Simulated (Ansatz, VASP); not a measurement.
**V in VASP and in Ansatz**

```
V
1.0
    -1.53291    1.53291    1.53291
     1.53291   -1.53291    1.53291
     1.53291    1.53291   -1.53291
V
1
Direct
  0.00000 0.00000 0.00000
```

Change from the starting cell: volume scaled by 1.04, crystal datasets.

Alike in both runs: task electric field gradients; functional PBE; k mesh 15 × 15 × 15; occupations fermi-dirac, width 0.03 eV; collinear spin.

```csv
,VASP,Ansatz
version,VASP 6.6.1,Ansatz 0.2.0
potentials or method,"VASP PAW PBE potentials, release 64 (V_sv), cutoff 520 eV","all-electron PAW with datasets made for the crystal, scalar-relativistic"
```

|  | VASP | Ansatz | Ansatz less VASP |
| --- | --- | --- | --- |
| pressure (GPa) | -11.0 | -11.2 | -0.22 |
| net moment per atom (μB) | 0.00 | 0.00 | 0.000 |

Ansatz ran all-electron here, and VASP with PAW potentials. Ansatz's warnings: seeded moment not kept.
